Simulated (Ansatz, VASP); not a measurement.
## WSe2: VASP beside Ansatz

INCAR

```
SYSTEM = WSe2
ALGO = Normal
DIPOL = 0.5 0.5 0.500
EDIFF = 1E-6
ENCUT = 520
GGA = PE
IDIPOL = 3
ISIF = 2
ISMEAR = 0
IVDW = 12
LASPH = .True.
LCHARG = .True.
LDIPOL = .True.
LELF = .True.
LREAL = .False.
LVACPOTAV = .True.
LVHAR = .True.
LWAVE = .False.
NBANDS = 20
NELM = 100
PREC = Accurate
SIGMA = 0.02
```

KPOINTS

```
k-points
0
Gamma
  9 9 1
  0 0 0
```

Contents of POSCAR:

```
WSe2
1.0
    3.4170000000      0.0000000000      0.0000000000
   -1.7085000000      2.9592088047      0.0000000000
    0.0000000000      0.0000000000     32.7373831004
Se W
2 1
Direct
    0.3333333333      0.6666666667      0.4476439520
    0.3333333333      0.6666666667      0.5523560480
    0.6666666667      0.3333333333      0.5000000000
```

Input for Ansatz:

```yaml
crystal:
  lattice:
    - [3.417, 0.0, 0.0]
    - [-1.7085, 2.9592088047, 0.0]
    - [0.0, 0.0, 32.7373831004]
  atoms:
    - { symbol: Se, position: [0.3333333333, 0.6666666667, 0.447643952] }
    - { symbol: W, position: [0.6666666667, 0.3333333333, 0.5] }
    - { symbol: Se, position: [0.3333333333, 0.6666666667, 0.552356048] }
  periodic: [true, true, false]
basis:
  ecutwfc: 420
kpoints:
  mp_grid: { grid: [9, 9, 1] }
hamiltonian:
  xc: pbe
  pseudopotentials: { kind: paw, azcp: { folder: soft_1 } }
  dispersion: d3bj
scf:
  occupations: { method: gaussian, width: 0.02 }
output:
  forces: true
  stress: true
  eigenvalues: true
```

Alike in both runs: task single point; functional PBE; dispersion D3(BJ); k mesh 9 × 9 × 1; occupations gaussian, width 0.02 eV; no spin polarisation.

|  | VASP | Ansatz |
| --- | --- | --- |
| version | VASP 6.6.1 | Ansatz 0.2.0 |
| potentials or method | VASP PAW PBE potentials, release 64 (Se, W_sv), cutoff 520 eV | scalar-relativistic, plane waves, PAW |
| valence electrons in the cell | 26 | 46 |

```tsv
	VASP	Ansatz	Ansatz less VASP
gap on the k mesh at the Fermi level (eV)	1.34	1.35	+0.003
least direct gap on the mesh (eV)	1.34	1.35	+0.003
rms of the force components (eV/Å)	0.534	0.549	+0.0155
```

VASP's potentials hold 26 valence electrons a cell and Ansatz's 46, so a difference there can come from the potentials and not from the codes.

Neither program's run includes spin-orbit coupling.
